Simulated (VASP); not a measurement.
# Sr (P-1) in VASP: single point with PBE

Aim: the single point of Sr with PBE.

All numbers are computed with VASP 6.6.1; they aren't measurements. Logs are shortened: lines on timing, memory, paths and dates and some standing lists are left out, and cuts for length are marked.

### 1 The cell of the first run

The typed cell holds 2 atoms: a = 5.585 Å, b = 5.567 Å, c = 5.692 Å, α = 97.35°, β = 97.79°, γ = 137.55°.

### 2 Single point, PBE (atoms moved at random and the cell strained at random)

INCAR reads:

```
SYSTEM = Sr
PREC = Accurate
ENCUT = 520
EDIFF = 1E-6
ISMEAR = 0
SIGMA = 0.1
LREAL = .False.
LASPH = .True.
NELM = 100
ALGO = Normal
ISIF = 2
LWAVE = .False.
LCHARG = .False.
GGA = PE
NBANDS = 17
```

KPOINTS reads:

```
Automatic mesh
0
Gamma
  10 10 8
  0 0 0
```

POSCAR reads:

```
Sr
1.0
   -3.6911008516      3.6667790859      2.0316359037
    3.6698008137     -3.6738117360      2.0054690142
    3.7652280172      3.7479389016     -2.0445340305
Sr
2
Direct
    0.7777879164      0.2736153570      0.5086594435
   -0.0277879164     -0.0236153570     -0.0086594435
```

Potentials or basis: VASP PAW PBE potentials, release 64 (Sr_sv).

On the command line:

```
$ cat potpaw_PBE.64/Sr_sv/POTCAR > POTCAR
$ mpirun -np 1 vasp_std > vasp.out
```

OUTCAR:

```text
SYSTEM = Sr
   PREC = Accurate
   ENCUT = 520
   EDIFF = 1E-6
   ISMEAR = 0
   LREAL = .False.
   LASPH = .True.
   NELM = 100
   ISIF = 2
   GGA = PE

 ion  position               nearest neighbor table
   1  0.778  0.274  0.509-   2 3.77   2 3.80   2 3.86   2 3.98   2 4.60   2 4.76   2 4.91   2 4.91

   2  0.972  0.976  0.991-   1 3.77   1 3.80   1 3.86   1 3.98   1 4.60   1 4.76   1 4.91   1 4.91

  LATTYP: Found a triclinic cell.
 ALAT       =     7.4355009669
 B/A-ratio  =     1.3980991908
 C/A-ratio  =     0.7605725379
 COS(alpha) =     0.0007838864
 COS(beta)  =     0.6667298733
 COS(gamma) =     0.7010093966

  Lattice vectors:

 A1 = (  -7.4350288309,  -0.0741271656,   0.0390650163)
 A2 = (  -7.3609016653,   7.3405908219,   0.0261668895)
 A3 = (  -3.7439279793,  -3.7409062515,  -1.9925708874)

Analysis of symmetry for initial positions (statically):
=====================================================================
 Subroutine PRICEL returns:
 Original cell was already a primitive cell.

 Routine SETGRP: Setting up the symmetry group for a
 triclinic supercell.

 Subroutine GETGRP returns: Found  2 space group operations
 (whereof  1 operations were pure point group operations)
 out of a pool of  2 trial point group operations.

The static configuration has the point symmetry C_1 .
 The point group associated with its full space group is S_2 .

Analysis of symmetry for dynamics (positions and initial velocities):
=====================================================================
 Subroutine PRICEL returns:
 Original cell was already a primitive cell.

 Routine SETGRP: Setting up the symmetry group for a
 triclinic supercell.

 Subroutine GETGRP returns: Found  2 space group operations
 (whereof  1 operations were pure point group operations)
 out of a pool of  2 trial point group operations.

The dynamic configuration has the point symmetry C_1 .
 The point group associated with its full space group is S_2 .

 Subroutine INISYM returns: Found  2 space group operations
 (whereof  1 operations are pure point group operations),
 and found     1 'primitive' translations

----------------------------------------------------------------------------------------

                                     Primitive cell

  volume of cell :     111.2656

  direct lattice vectors                    reciprocal lattice vectors
    -3.691100852  3.666779086  2.031635904    -0.000046216  0.135298653  0.247937704
     3.669800814 -3.673811736  2.005469014     0.135812928 -0.000925633  0.248417203
     3.765228017  3.747938902 -2.044534030     0.133172019  0.133537162  0.000935247

  length of vectors
     5.585430942  5.566528240  5.692460578     0.282451470  0.283120319  0.188594367

  position of ions in fractional coordinates (direct lattice)
     0.777787916  0.273615357  0.508659444
     0.972212084  0.976384643  0.991340556

  ion indices of the primitive-cell ions
   primitive index   ion index
                 1           1
                 2           2

----------------------------------------------------------------------------------------

 KPOINTS: Automatic mesh

Automatic generation of k-mesh.
 Grid dimensions read from file:
 generate k-points for:   10   10    8

 Generating k-lattice:

  Cartesian coordinates                     Fractional coordinates (reciprocal lattice)
    -0.000004622  0.013529865  0.024793770     0.100000000  0.000000000  0.000000000
     0.013581293 -0.000092563  0.024841720    -0.000000000  0.100000000  0.000000000
     0.016646502  0.016692145  0.000116906    -0.000000000  0.000000000  0.125000000

  Length of vectors
     0.028245147  0.028312032  0.023574296

  Shift w.r.t. Gamma in fractional coordinates (k-lattice)
     0.000000000  0.000000000  0.000000000

 Subroutine IBZKPT returns following result:
 ===========================================

 Found    404 irreducible k-points:

 Following reciprocal coordinates:
            Coordinates               Weight
  0.000000  0.000000  0.000000      1.000000
  0.100000 -0.000000  0.000000      2.000000
  0.200000 -0.000000  0.000000      2.000000
  0.300000  0.000000  0.000000      2.000000
  0.400000 -0.000000  0.000000      2.000000
  0.500000 -0.000000  0.000000      1.000000
[... 16 lines left out ...]
 -0.400000  0.200000  0.000000      2.000000
 -0.300000  0.200000 -0.000000      2.000000
 [... further k-points ...]
   k-points           NKPTS =    404   k-points in BZ     NKDIM =    404   number of bands    NBANDS=     17
   number of dos      NEDOS =    301   number of ions     NIONS =      2
   total plane-waves  NPLWV =  74088
   dimension x,y,z NGX =    42 NGY =   42 NGZ =   42
   dimension x,y,z NGXF=    84 NGYF=   84 NGZF=   84
   ions per type =               2
   NGX,Y,Z   is equivalent  to a cutoff of  12.50, 12.54, 12.27 a.u.
   NGXF,Y,Z  is equivalent  to a cutoff of  25.00, 25.09, 24.53 a.u.
 SYSTEM =  Sr
   PREC   = accura    normal or accurate (medium, high low for compatibility)
   ISTART =      0    job   : 0-new  1-cont  2-samecut
   ICHARG =      2    charge: 1-file 2-atom 10-const
   ISPIN  =      1    spin polarized calculation?
   LNONCOLLINEAR =      F non collinear calculations
   LSORBIT =      F    spin-orbit coupling
   LASPH  =      T    aspherical Exc in radial PAW
   ENCUT  =  520.0 eV  38.22 Ry    6.18 a.u.  10.39 10.35 10.58*2*pi/ulx,y,z
   NELM   =    100;   NELMIN=  2; NELMDL= -5     # of ELM steps
   EDIFF  = 0.1E-05   stopping-criterion for ELM
   LREAL  =      F    real-space projection
   EDIFFG = 0.1E-04   stopping-criterion for IOM
   NSW    =      0    number of steps for IOM
   IBRION =     -1    ionic relax: 0-MD 1-quasi-New 2-CG
   NFREE  =      0    steps in history (QN), initial steepest desc. (CG)
   ISIF   =      2    stress and relaxation
   ISYM   =      2    0-nonsym 1-usesym 2-fastsym
   POTIM  = 0.5000    time-step for ionic-motion
   TEBEG  =    0.0;   TEEND  =   0.0 temperature during run
   PSTRESS=    0.0 pullay stress
   NELECT =      20.0000    total number of electrons
   NUPDOWN=      -1.0000    fix difference up-down
   EMIN   =  10.00;   EMAX   =-10.00  energy-range for DOS
   EFERMI =   0.00;   METHOD = LEGACY
   ISMEAR =     0;   SIGMA  =   0.10  broadening in eV -4-tet -1-fermi 0-gaus
   EFERMI_NEDOS =   21; number of points for ismear=-14 and -15
   IALGO  =     38    algorithm
   IMIX   =      4    mixing-type and parameters
     AMIX     =   0.40;   BMIX     =  1.00
     AMIX_MAG =   1.60;   BMIX_MAG =  1.00
  volume/ion in A,a.u.               =      55.63       375.43
  Fermi-wavevector in a.u.,A,eV,Ry     =   0.923913  1.745943 11.614149  0.853616
  Thomas-Fermi vector in A             =   2.049602
   LORBIT       =      0    0 simple, 1 ext, 2 COOP (PROOUT), +10 PAW based schemes
   GGA     = PE    functional components
   LHFCALC =     F    Hartree Fock is set to
   AEXX    =    0.0000 exact exchange contribution
   IVDW    =     0    specifies the selected vdW correction
   LEPSILON=     F    determine dielectric tensor
   LRPA    =     F    only Hartree local field effects (RPA)
 non-spin polarized calculation
 Gauss-broadening in eV      SIGMA  =   0.10
  energy-cutoff  :      520.00
  volume of cell :      111.27
 maximum number of plane-waves:      3020
 NGX is ok and might be reduce to    42
   NGX = 21   NGY = 21   NGZ = 21

 number of electron      20.0000000 magnetization

 Free energy of the ion-electron system (eV)
  ---------------------------------------------------
  ext. energy  EPLUGINS =         0.00000000
  ---------------------------------------------------
  free energy    TOTEN  =        -2.75836222 eV

  energy without entropy =       -2.73954590  energy(sigma->0) =       -2.74895406

 E-fermi :   1.4134     XC(G=0):  -7.3055

 val. band max:        1.4127571529   @ k =  -0.4000  -0.2000   0.3750
 cond. band min:       1.4142769280   @ k =   0.0000   0.5000   0.3750
 fundamental gap:      0.0015197751
 Fermi energy:         1.4134222610

 k-point     1 :       0.0000    0.0000    0.0000
  band No.  band energies     occupation
      1     -35.2945      2.00000
      2     -35.2564      2.00000
      3     -17.3977      2.00000
      4     -17.3693      2.00000
      5     -17.1716      2.00000
      6     -17.1693      2.00000
[... 9 lines left out ...]
     16       4.6827      0.00000
     17       4.6863      0.00000

 k-point     2 :       0.1000   -0.0000    0.0000
  band No.  band energies     occupation
      1     -35.2930      2.00000
      2     -35.2561      2.00000
      3     -17.3961      2.00000
      4     -17.3620      2.00000
      5     -17.1904      2.00000
      6     -17.1865      2.00000
[... 9 lines left out ...]
     16       4.3748      0.00000
     17       4.7416      0.00000

 k-point     3 :       0.2000   -0.0000    0.0000
  band No.  band energies     occupation
      1     -35.2889      2.00000
      2     -35.2553      2.00000
      3     -17.3922      2.00000
      4     -17.3449      2.00000
      5     -17.2410      2.00000
      6     -17.2233      2.00000
[... 9 lines left out ...]
     16       4.1034      0.00000
     17       4.4910      0.00000

 k-point     4 :       0.3000    0.0000    0.0000
  band No.  band energies     occupation
      1     -35.2837      2.00000
      2     -35.2545      2.00000
      3     -17.3875      2.00000
      4     -17.3375      2.00000
      5     -17.3022      2.00000
      6     -17.2516      2.00000
[... 9 lines left out ...]
     16       4.1860      0.00000
     17       4.5097      0.00000
[... 343 lines left out ...]
      1     -35.2788      2.00000
      2     -35.2593      2.00000
      3     -17.3762      2.00000
      4     -17.3257      2.00000
      5     -17.3109      2.00000
      6     -17.2290      2.00000
[... 9 lines left out ...]
     16       3.9865      0.00000
     17       4.7777      0.00000

 k-point    23 :      -0.4000    0.2000    0.0000
  band No.  band energies     occupation
      1     -35.2836      2.00000
      2     -35.2605      2.00000
      3     -17.3770      2.00000
      4     -17.3128      2.00000
      5     -17.2637      2.00000
      6     -17.2136      2.00000
[... 9 lines left out ...]
     16       4.2195      0.00000
     17       4.7172      0.00000

 k-point    24 :      -0.3000    0.2000   -0.0000
  band No.  band energies     occupation
      1     -35.2882      2.00000
      2     -35.2608      2.00000
      3     -17.3779      2.00000
      4     -17.3316      2.00000
      5     -17.2209      2.00000
      6     -17.1877      2.00000
[... 9 lines left out ...]
     16       4.5831      0.00000
     17       4.7379      0.00000

 [... further k-points ...]

------------------------ aborting loop because EDIFF is reached ----------------------------------------

  FORCE on cell =-STRESS in cart. coord.  units (eV):
  Direction    XX          YY          ZZ          XY          YZ          ZX
  --------------------------------------------------------------------------------------
  -------------------------------------------------------------------------------------
  Total        0.2573477     -0.1102198     -0.2024646      0.0857393     -0.1488626      0.0314367
  in kB        3.7056991     -1.5871193     -2.9154055      1.2346102     -2.1435583      0.4526749
  external PRESSURE =      -0.2656086 kB  Pullay stress =       0.0000000 kB

 VOLUME and BASIS-vectors are now :
 -----------------------------------------------------------------------------
  energy-cutoff  :      520.00
  volume of cell :      111.27
      direct lattice vectors                 reciprocal lattice vectors
    -3.691100852  3.666779086  2.031635904    -0.000046216  0.135298653  0.247937704
     3.669800814 -3.673811736  2.005469014     0.135812928 -0.000925633  0.248417203
     3.765228017  3.747938902 -2.044534030     0.133172019  0.133537162  0.000935247

 POSITION                                       TOTAL-FORCE (eV/Angst)
 -----------------------------------------------------------------------------------
      0.04844      3.75319      1.08894        -0.089205     -0.176265      0.042604
      3.72723      3.69332      1.90646         0.089205      0.176265     -0.042604
 -----------------------------------------------------------------------------------
    total drift:                                0.000000     -0.000000      0.000000

  FREE ENERGIE OF THE ION-ELECTRON SYSTEM (eV)
  ---------------------------------------------------
  free  energy   TOTEN  =        -2.7583622203 eV

  energy  without entropy=       -2.7395458984  energy(sigma->0) =       -2.74895406
```

Run time: 5.9 min. Hardware: 1 thread of Intel Xeon 6975P-C (Granite Rapids), shared host; peak memory 0.74 GiB.

Results:

* Free energy: -2.7584 eV
* Pressure: 0.0 GPa
* Largest force: 0.202 eV/Å
* Band gap on the k mesh: zero (bands 10 and 11 overlap by 0.44 eV)

Forces on the atoms (eV/Å):
```
Sr  -0.089 -0.176  0.043
Sr   0.089  0.176 -0.043
```

Caveat: the cell differs from its parent crystal (atoms moved at random and the cell strained at random).
